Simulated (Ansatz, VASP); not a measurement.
# Ge2Sb2Te5 in VASP and in Ansatz

```
CELL_PARAMETERS angstrom
4.26286 0.00000 0.00000
-2.13143 3.69175 0.00000
0.00000 0.00000 18.09992
ATOMIC_POSITIONS crystal
Ge 0.00000 0.00000 0.33152
Ge 0.00000 0.00000 0.66848
Sb 0.33333 0.66667 0.11208
Sb 0.66667 0.33333 0.88792
Te 0.00000 0.00000 0.00000
Te 0.33333 0.66667 0.79143
Te 0.66667 0.33333 0.20857
Te 0.33333 0.66667 0.40977
Te 0.66667 0.33333 0.59023
```

Alike in both runs: functional PBE; k mesh 10 × 10 × 4; occupations gaussian, width 0.05 eV; no spin polarisation.

Ansatz relaxed the structure, and its values are those at the end. VASP's run is a single point on that final structure, the one shown.

```csv
,VASP,Ansatz
version,VASP 6.6.1,Ansatz 0.2.0
potentials or method,"VASP PAW PBE potentials, release 64 (Ge_d, Sb, Te), cutoff 520 eV","scalar-relativistic, plane waves, PAW"
valence electrons in the cell,68,138
```

|  | VASP | Ansatz | Ansatz less VASP |
| --- | --- | --- | --- |
| gap on the k mesh at the Fermi level (eV) | 0.10 | 0.11 | +0.009 |
| least direct gap on the mesh (eV) | 0.18 | 0.18 | +0.008 |
| pressure (GPa) | 0.0 | 0.0 | 0.00 |
| rms of the force components (eV/Å) | 0.009 | 0.001 | -0.0081 |

The functional is the same, so the differences come from potentials, cutoffs and numerics. VASP's potentials hold 68 valence electrons a cell and Ansatz's 138, so a difference there can come from the potentials and not from the codes.

Neither program's run includes spin-orbit coupling.
